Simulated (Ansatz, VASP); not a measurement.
# Two plane-wave programs on Cu

File POSCAR:

```
Cu
1.0
   -1.4427933200      1.4427933200      1.3760814500
    1.4427933200     -1.4427933200      1.3760814500
    1.4427933200      1.4427933200     -1.3760814500
Cu
1
Direct
    0.0000000000      0.0000000000      0.0000000000
```

File INCAR.step1:

```
  ALGO = Normal
  EDIFF = 1E-4
  ENCUT = 600
  GGA = PE
  ISMEAR = 0
  LASPH = True
  LCHARG = False
  LREAL = False
  LWAVE = True
  NELM = 100
  PREC = Accurate
  SIGMA = 0.1
```

Contents of INCAR.step2:

```
  ALGO = Normal
  EDIFF = 1E-7
  EDIFFG = -0.02
  ENCUT = 600
  IBRION = 2
  ISIF = 3
  ISMEAR = 0
  ISTART = 1
  LASPH = True
  LCHARG = False
  LMIXTAU = True
  LREAL = False
  LWAVE = False
  METAGGA = R2SCAN
  NELM = 100
  NSW = 90
  PREC = Accurate
  SIGMA = 0.1
```

File KPOINTS:

```
k-points
0
Gamma
  18 18 18
```

Input for Ansatz:

```yaml
crystal:
  lattice:
    - [-1.44279332, 1.44279332, 1.37608145]
    - [1.44279332, -1.44279332, 1.37608145]
    - [1.44279332, 1.44279332, -1.37608145]
  atoms:
    - { symbol: Cu, position: [0.0, 0.0, 0.0] }
basis:
  ecutwfc: 500
kpoints:
  mp_grid: { grid: [18, 18, 18] }
hamiltonian:
  xc: r2scan
scf:
  occupations: { method: gaussian, width: 0.1 }
output:
  forces: true
  stress: true
  eigenvalues: true
  write_density: true
  write_potential: true
  elf: true
  volumetric_format: npy
relax:
  adjacent_minimum: "off"
  f_tol: 0.02
  max_steps: 70
  cell: { stress_tol: 0.1 }
```

Alike in both runs: task relaxation of cell and atoms; functional r2SCAN; k mesh 18 × 18 × 18; occupations gaussian, width 0.1 eV; no spin polarisation.

```csv
,VASP,Ansatz
version,VASP 6.6.1,Ansatz 0.2.0
potentials or method,"VASP PAW PBE potentials, release 64 (Cu), cutoff 600 eV","scalar-relativistic, plane waves, PAW"
valence electrons in the cell,11,19
```

```tsv
	VASP	Ansatz	Ansatz less VASP
gap on the k mesh at the Fermi level, each at its own relaxed structure (eV)	none	none	-
relaxed volume (Å³/atom)	11.54	11.48	-0.056
relaxed cell length with the largest relative difference (Å)	2.467	2.463	-0.0038
```

VASP's potentials were made for PBE, not for r2SCAN. A gap of «none» marks a metal or a gap that the smearing closes. VASP's potentials hold 11 valence electrons a cell and Ansatz's 19, so a difference there can come from the potentials and not from the codes.
